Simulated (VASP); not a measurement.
# Rh: single point with PBEsol

Crystal: Rh.

```xyz
2
Lattice="2.7922 0.0000 0.0000 -1.3961 2.4181 0.0000 0.0000 0.0000 4.5039" Properties=species:S:1:pos:R:3 pbc="T T T"
Rh    0.0000    1.6121    1.1260
Rh    1.3961    0.8060    3.3779
```

This isn't the form of Rh at room conditions, which is fcc.

```json
{"Program": "VASP 6.6.1", "Task": "single point", "Functional": "PBEsol", "Potentials or basis": "VASP PAW PBE potentials, release 64 (Rh_pv)", "Cutoff": "520 eV", "k mesh": "15 × 15 × 8", "Occupations": "fermi-dirac, width 0.1 eV", "Spin": "no spin polarisation"}
```

- Pressure: -24.6 GPa
- Band gap on the k mesh: zero (bands 15 and 16 overlap by 1.98 eV)

Stress tensor (GPa, compression positive):
```
-24.25   0.00   0.00
  0.00 -24.25   0.00
  0.00   0.00 -25.27
```

Levels at points of the mesh, in eV from the Fermi level:
| k point | band 12 | band 13 | band 14 | band 15 | band 16 | band 17 | band 18 | band 19 |
| --- | --- | --- | --- | --- | --- | --- | --- | --- |
| (0.00, 0.00, 0.00) | -2.14 | -2.14 | -1.64 | -1.64 | 0.13 | 0.13 | 0.81 | 7.68 |
| (0.00, 0.00, 0.50) | -2.69 | -2.69 | -2.69 | -0.37 | -0.37 | -0.37 | -0.37 | 14.30 |

Wall time 24 s on 1 thread of Intel(R) Xeon(R) 6975P-C (Granite Rapids), with other jobs on the host, peak memory 0.2 GiB.

Caveat: the cell stands under tension; the PAW data sets were made with another functional, which shifts forces and pressure a little.
